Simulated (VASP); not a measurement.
Runs of VASP 6.6.1 on Ge. It takes space group Cmcm (No. 63, orthorhombic). The conventional cell has a = 2.976 Å, b = 5.189 Å, c = 4.728 Å, α = 90.00°, β = 90.00°, γ = 90.00°. Ge (site symmetry m2m) has 12 Ge at 2.92 to 2.99 Å within 3.9 Å. 

```csv
k mesh,gap on the mesh (eV),pressure (GPa),largest force (eV/Å)
3 × 3 × 2,none,(a),0.06
11 × 11 × 6,none,1.7,0.01
7 × 7 × 4,none,3.3,0.01
5 × 5 × 3,none,(b),0.02
4 × 4 × 2,none,(c),0.01
9 × 9 × 5,none,1.0,-
```

Alike in all rows: task single point; level r2SCAN; potentials or basis VASP PAW PBE potentials, release 64 (Ge_d); no spin polarisation; cell as given; cutoff (eV) 520; smearing methfessel-paxton 0.1 eV.

Question: Estimate the missing entries.

Answer: (a) -3.7; (b) 2.3; (c) -2.7.

Caveats: some runs use coarse meshes; the PAW data sets were made with another functional, which shifts forces and pressure a little.

A k mesh can miss the band edges, and the runs leave out spin-orbit coupling on Ge.

A gap of «none» marks levels without a gap at the run's occupations.
